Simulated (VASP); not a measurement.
# NiO (Fm-3m) in VASP: notebook, part 3 of 3

VASP 6.6.1. Earlier steps stand in the parts before.

## 4. Single point, r2SCAN, collinear spin, ferromagnetic start

This run uses another cell than the first one, of 8.98 Å³/atom.

Contents of POSCAR:

```
NiO
1.0
    0.0000000000      2.0787175406      2.0787175406
    2.0787175406      0.0000000000      2.0787175406
    2.0787175406      2.0787175406      0.0000000000
Ni O
1 1
Direct
    0.0000000000      0.0000000000      0.0000000000
    0.5000000000      0.5000000000      0.5000000000
```

Contents of INCAR.step1:

```
ALGO     = Normal         # electronic algorithm
EDIFF    = 1E-4           # SCF threshold, eV
ENCUT    = 520            # plane-wave cutoff, eV
GGA      = PE             # functional
ISMEAR   = 0              # smearing method
ISPIN    = 2              # spin polarisation
LASPH    = T              # aspherical terms in the spheres
LCHARG   = F              # write CHGCAR
LMAXMIX  = 4              # l up to which the mixer works
LREAL    = F              # projectors in reciprocal space
LWAVE    = T              # write WAVECAR
MAGMOM   = 1.83 0.31      # initial moments
NBANDS   = 19             # bands
NELM     = 150            # most SCF steps
PREC     = Accurate       # precision mode
SIGMA    = 0.02           # smearing width, eV
```

Contents of INCAR.step2:

```
ALGO     = Normal         # electronic algorithm
EDIFF    = 1E-6           # SCF threshold, eV
ENCUT    = 520            # plane-wave cutoff, eV
ISIF     = 2              # what is computed and relaxed
ISMEAR   = 0              # smearing method
ISPIN    = 2              # spin polarisation
ISTART   = 1            
LASPH    = T              # aspherical terms in the spheres
LCHARG   = F              # write CHGCAR
LMAXMIX  = 4              # l up to which the mixer works
LMIXTAU  = T            
LORBIT   = 11             # projections on sites
LREAL    = F              # projectors in reciprocal space
LWAVE    = F              # write WAVECAR
MAGMOM   = 1.83 0.31      # initial moments
METAGGA  = R2SCAN         # meta-GGA
NBANDS   = 19             # bands
NELM     = 150            # most SCF steps
PREC     = Accurate       # precision mode
SIGMA    = 0.02           # smearing width, eV
```

Contents of KPOINTS:

```
k-points
0
Gamma
  12 12 12
```

Potentials or basis: VASP PAW PBE potentials, release 64 (Ni, O).

Started as:

```console
cat potpaw_PBE.64/Ni/POTCAR potpaw_PBE.64/O/POTCAR > POTCAR
cp INCAR.step1 INCAR
mpirun -np 1 vasp_std > vasp.out
cp INCAR.step2 INCAR
mpirun -np 1 vasp_std > vasp.out
```

OUTCAR:

```text
EDIFF = 1E-6
   ENCUT = 520
   ISIF = 2
   ISMEAR = 0
   ISPIN = 2
   ISTART = 1
   LASPH = T
   LORBIT = 11
   LREAL = F
   METAGGA = R2SCAN
   NELM = 150
   PREC = Accurate

 ion  position               nearest neighbor table
   1  0.000  0.000  0.000-   2 2.08   2 2.08   2 2.08   2 2.08   2 2.08   2 2.08
   2  0.500  0.500  0.500-   1 2.08   1 2.08   1 2.08   1 2.08   1 2.08   1 2.08

  LATTYP: Found a face centered cubic cell.
 ALAT       =     4.1574350812

  Lattice vectors:

 A1 = (   0.0000000000,   2.0787175406,   2.0787175406)
 A2 = (   2.0787175406,   0.0000000000,   2.0787175406)
 A3 = (   2.0787175406,   2.0787175406,   0.0000000000)

Analysis of symmetry for initial positions (statically):
=====================================================================
 Subroutine PRICEL returns:
 Original cell was already a primitive cell.

 Routine SETGRP: Setting up the symmetry group for a
 face centered cubic supercell.

 Subroutine GETGRP returns: Found 48 space group operations
 (whereof 48 operations were pure point group operations)
 out of a pool of 48 trial point group operations.

The static configuration has the point symmetry O_h .

Analysis of symmetry for dynamics (positions and initial velocities):
=====================================================================
 Subroutine PRICEL returns:
 Original cell was already a primitive cell.

 Routine SETGRP: Setting up the symmetry group for a
 face centered cubic supercell.

 Subroutine GETGRP returns: Found 48 space group operations
 (whereof 48 operations were pure point group operations)
 out of a pool of 48 trial point group operations.

The dynamic configuration has the point symmetry O_h .

Analysis of structural, dynamic, and magnetic symmetry:
=====================================================================
 Subroutine PRICEL returns:
 Original cell was already a primitive cell.
[... 141 lines left out ...]
  energy-cutoff  :      520.00
  volume of cell :       17.96
 maximum number of plane-waves:       531
 NGX is ok and might be reduce to    24
   NGX = 11   NGY = 11   NGZ = 11

 number of electron      15.9999995 magnetization       2.0000419

 Free energy of the ion-electron system (eV)
  ---------------------------------------------------
  ext. energy  EPLUGINS =         0.00000000
  ---------------------------------------------------
  free energy    TOTEN  =       -20.10388787 eV

  energy without entropy =      -20.10388787  energy(sigma->0) =      -20.10388787

 E-fermi :   7.8398     XC(G=0): -13.4968

 val. band max:        7.7543187192   @ k =   0.5000   0.0000   0.0000
 cond. band min:       8.4173448328   @ k =   0.0000   0.0000   0.0000
 fundamental gap:      0.6630261135
 Fermi energy:         7.8398134737

 spin component 1

 k-point     1 :       0.0000    0.0000    0.0000
  band No.  band energies     occupation
      1     -13.5061      1.00000
      2       3.7191      1.00000
      3       3.7192      1.00000
      4       4.5959      1.00000
      5       4.5960      1.00000
      6       4.5961      1.00000
[... 517 lines left out ...]
     18      39.6329      0.00000
     19      39.8598      0.00000

 [... further k-points ...]

 spin component 2

 k-point     1 :       0.0000    0.0000    0.0000
  band No.  band energies     occupation
      1     -12.9720      1.00000
      2       5.4788      1.00000
      3       5.4791      1.00000
      4       5.4792      1.00000
      5       5.5571      1.00000
      6       5.5572      1.00000
[... 517 lines left out ...]
     18      40.3314      0.00000
     19      40.6195      0.00000

 [... further k-points ...]
[... 5 lines left out ...]
  --------------------------------------------------------------------------------------
  -------------------------------------------------------------------------------------
  Total        0.5809933      0.5809933      0.5809933     -0.0000000      0.0000000     -0.0000000
  in kB       51.8161695     51.8161695     51.8161695     -0.0000000      0.0000000     -0.0000000
  external PRESSURE =      51.8161695 kB  Pullay stress =       0.0000000 kB

 VOLUME and BASIS-vectors are now :
 -----------------------------------------------------------------------------
  energy-cutoff  :      520.00
  volume of cell :       17.96
      direct lattice vectors                 reciprocal lattice vectors
     0.000000000  2.078717541  2.078717541    -0.240532920  0.240532920  0.240532920
     2.078717541  0.000000000  2.078717541     0.240532920 -0.240532920  0.240532920
     2.078717541  2.078717541  0.000000000     0.240532920  0.240532920 -0.240532920

 POSITION                                       TOTAL-FORCE (eV/Angst)
 -----------------------------------------------------------------------------------
      0.00000      0.00000      0.00000         0.000000      0.000000     -0.000000
      2.07872      2.07872      2.07872         0.000000      0.000000      0.000000
 -----------------------------------------------------------------------------------
    total drift:                                0.000000     -0.000000     -0.000000

  FREE ENERGIE OF THE ION-ELECTRON SYSTEM (eV)
  ---------------------------------------------------
  free  energy   TOTEN  =       -20.1038878728 eV

  energy  without entropy=      -20.1038878728  energy(sigma->0) =      -20.10388787

 total charge

# of ion       s       p       d       tot
------------------------------------------
    1        0.342   0.431   8.183   8.955
    2        1.555   3.504   0.000   5.059
--------------------------------------------------
tot          1.896   3.935   8.183  14.014

 magnetization (x)

# of ion       s       p       d       tot
------------------------------------------
    1        0.011   0.012   1.668   1.691
    2        0.029   0.249   0.000   0.278
--------------------------------------------------
tot          0.040   0.261   1.668   1.969
```

OUTCAR.step1:

```text
EDIFF = 1E-4
   ENCUT = 520
   GGA = PE
   ISMEAR = 0
   ISPIN = 2
[... 1298 lines left out ...]
 -----------------------------------------------------------------------------------
      0.00000      0.00000      0.00000         0.000000      0.000000      0.000000
      2.07872      2.07872      2.07872        -0.000000     -0.000000     -0.000000
 -----------------------------------------------------------------------------------
    total drift:                                0.000000     -0.000000     -0.000000

  FREE ENERGIE OF THE ION-ELECTRON SYSTEM (eV)
  ---------------------------------------------------
  free  energy   TOTEN  =       -11.4628433051 eV

  energy  without entropy=      -11.4625729183  energy(sigma->0) =      -11.46270811
```

OSZICAR.step1:

```text
N       E                     dE             d eps       ncg     rms          rms(c)
DAV:   1     0.823569909261E+02    0.82357E+02   -0.72209E+03  5947   0.105E+03
DAV:   2    -0.861726062888E+01   -0.90974E+02   -0.79060E+02  5653   0.234E+02
DAV:   3    -0.136941506531E+02   -0.50769E+01   -0.48616E+01  6310   0.555E+01
DAV:   4    -0.137407834725E+02   -0.46633E-01   -0.46597E-01  6103   0.513E+00
DAV:   5    -0.137415015111E+02   -0.71804E-03   -0.71799E-03  6194   0.634E-01    0.154E+01
DAV:   6    -0.125663757063E+02    0.11751E+01   -0.11921E+01  7165   0.609E+01    0.184E+01
DAV:   7    -0.114902224418E+02    0.10762E+01   -0.37917E+00  6938   0.464E+01    0.647E+00
DAV:   8    -0.114679768736E+02    0.22246E-01   -0.20089E-01  6952   0.646E+00    0.379E+00
DAV:   9    -0.114632915762E+02    0.46853E-02   -0.25293E-02  8220   0.252E+00    0.985E-01
DAV:  10    -0.114628256415E+02    0.46593E-03   -0.39735E-03  6604   0.889E-01    0.254E-01
DAV:  11    -0.114628433051E+02   -0.17664E-04   -0.28518E-04  6278   0.299E-01
   1 F= -.11462843E+02 E0= -.11462708E+02  d E =-.270387E-03  mag=     1.6108
```

Run time: 2.1 min. Hardware: 1 thread of AMD EPYC 9R45 (Zen 5), shared host; peak memory 0.15 GiB.

Results:

```yaml
Free_energy: -20.1039 eV
Pressure: 5.2 GPa
Band_gap_on_the_k_mesh: 0.66 eV (least direct gap 1.72 eV)
Net_moment: 2.00 μB per cell
Site_moments: Ni +1.69; O +0.28 μB
Valence_electrons_inside_the_program's_atomic_spheres: Ni 8.96; O 5.06
```

Caveat: the cell stands under pressure; semilocal functionals underestimate gaps, and a narrow one can read as zero; the PAW data sets were made with another functional, which shifts forces and pressure a little; a cell with one magnetic atom can't hold antiferromagnetic order, which such compounds often take.
